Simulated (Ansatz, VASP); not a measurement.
## One calculation of AsH3, two programs

```
As H
1.0
    12.55720    0.00000    0.00000
     0.00000   13.05720    0.00000
     0.00000    0.00000   13.55720
As H
1 3
Direct
  0.52626 0.50960 0.45784
  0.52906 0.41284 0.52176
  0.55112 0.57664 0.54772
  0.40638 0.52143 0.47567
```

Alike in both runs: task single point; functional PBE; dispersion D3(BJ); k mesh 1 × 1 × 1; occupations gaussian, width 0.005 eV; no spin polarisation.

|  | VASP | Ansatz |
| --- | --- | --- |
| version | VASP 6.6.1 | Ansatz 0.2.0 |
| potentials or method | VASP PAW PBE potentials, release 64 (As, H), cutoff 400 eV | scalar-relativistic, plane waves, PAW |
| valence electrons in the cell | 8 | 18 |

|  | VASP | Ansatz | Ansatz less VASP |
| --- | --- | --- | --- |
| rms of the force components (eV/Å) | 0.069 | 0.002 | -0.0678 |

Atom by atom the forces differ by 0.068 eV/Å (rms over components). VASP's potentials hold 8 valence electrons a cell and Ansatz's 18, so a difference there can come from the potentials and not from the codes.
